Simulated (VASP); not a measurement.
SiO2: single point with LDA

Crystal: SiO2.

```
Si O
1.0
     4.05540    0.00000    0.00000
     0.00000    4.05540    0.00000
     0.00000    0.00000    2.46970
Si O
2 4
Direct
  0.50000 0.50000 0.50000
  0.00000 0.00000 0.00000
  0.69443 0.69443 0.00000
  0.19443 0.80557 0.50000
  0.30557 0.30557 0.00000
  0.80557 0.19443 0.50000
```

```
Program                : VASP 6.6.1
Task                   : single point
Functional             : LDA
Potentials or basis    : VASP PAW LDA potentials, release 64 (Si, O)
Cutoff                 : 520 eV
k mesh                 : 6 × 6 × 8
Occupations            : gaussian, width 0.05 eV
Spin                   : no spin polarisation
Dipole correction      : no
Further INCAR settings : ALGO = Normal; EDIFF = 1e-07; NBANDS = 25
```

| Item | Value |
| --- | --- |
| Pressure | 59.0 GPa |
| Largest force | 1.004 eV/Å |
| Band gap on the k mesh | 7.72 eV, direct |

Forces on the atoms (eV/Å):
```
Si   0.000  0.000  0.000
Si   0.000  0.000  0.000
O    0.710  0.710  0.000
O    0.710 -0.710  0.000
O   -0.710 -0.710  0.000
O   -0.710  0.710  0.000
```

Stress tensor (GPa, compression positive):
```
43.64  0.00  0.00
 0.00 43.64  0.00
 0.00  0.00 89.84
```

Levels at points of the mesh, in eV from the valence-band top:
```csv
k point,band 13,band 14,band 15,band 16,band 17,band 18,band 19,band 20
"(0.00, 0.00, 0.00)",-2.36,-1.03,-1.03,0.00,7.72,8.37,10.29,10.29
"(0.50, 0.00, 0.00)",-2.73,-2.73,-1.27,-1.27,9.85,9.85,10.66,10.66
"(0.50, 0.50, 0.00)",-2.98,-2.98,-2.89,-2.89,9.36,9.36,11.64,11.64
"(0.00, 0.00, 0.50)",-3.68,-3.68,-3.24,-3.24,10.64,10.64,13.79,13.79
"(0.50, 0.00, 0.50)",-2.75,-2.75,-2.14,-2.14,9.74,9.74,10.83,10.83
"(0.50, 0.50, 0.50)",-2.16,-2.16,-1.89,-1.89,8.59,8.59,11.62,11.62
```

Wall time 18 s on 1 thread of Intel(R) Xeon(R) Platinum 8559C (Emerald Rapids) (shared host), peak memory 0.14 GiB.

Caveat: forces of over 1 eV/Å act on the atoms, so gaps and moduli don't describe the material at rest. A k mesh can miss the band edges.
